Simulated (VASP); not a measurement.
Set up this calculation in VASP 6.6.1, as the native input.

```
Task                   : relaxation of cell and atoms
Functional             : LDA
Potentials or basis    : VASP PAW LDA potentials, release 64 (Co)
Cutoff                 : 600 eV
k mesh                 : 20 × 20 × 12
Occupations            : gaussian, width 0.05 eV
Spin                   : collinear spin, ferromagnetic start
Starting moments       : [1.72, 1.72] μB
Dipole correction      : no
Further INCAR settings : ALGO = Normal; EDIFF = 1e-07; IBRION = 2; EDIFFG = -0.01; NSW = 50; ISIF = 3
```

The structure of Co lies in POSCAR:

```
Co
1.0
    2.4294651523      0.0000000000      0.0000000000
   -1.2147325761      2.1039785395      0.0000000000
    0.0000000000      0.0000000000      3.9179744593
Co
2
Direct
    0.3333333333      0.6666666667      0.2500000000
    0.6666666667      0.3333333333      0.7500000000
```

The input as run:

INCAR

```
SYSTEM = Co
PREC = Accurate ; ENCUT = 600
EDIFF = 1E-7 ; ISMEAR = 0
SIGMA = 0.05 ; LREAL = .False.
LASPH = .True. ; NELM = 150
ALGO = Normal ; ISIF = 3
LWAVE = .False. ; LCHARG = .False.
ISPIN = 2 ; MAGMOM = 1.72 1.72
LORBIT = 11 ; LMAXMIX = 4
GGA = CA ; IBRION = 2
NSW = 50 ; EDIFFG = -0.01
```

KPOINTS

```
Automatic mesh
0
Gamma
  20 20 12
  0 0 0
```

Potentials or basis: VASP PAW LDA potentials, release 64 (Co).

Command:

```bash
$ cat potpaw_LDA.64/Co/POTCAR > POTCAR
$ mpirun -np 1 vasp_std > vasp.out
```

Results of the run:

```yaml
Relaxed_volume: 9.96 Å³/atom
Relaxed_cell: a = 2.426 Å, b = 2.426 Å, c = 3.911 Å, α = 90.00°, β = 90.00°, γ = 120.00°
Space_group_after_relaxing_to_0.1_Å: P6_3/mmc (No. 194)
Energy_gained_by_relaxing: 0.2 meV/atom
Ionic_steps: 3
Pressure_after_relaxing: 0.0 GPa
Net_moment: 2.97 μB per cell
Site_moments: Co +1.48 μB
Valence_electrons_inside_the_program's_atomic_spheres: Co 8.46
```

Wall time 6.5 min on 1 thread of Oxide Virtual Turin-like Processor, on a shared host, peak memory 0.24 GiB.
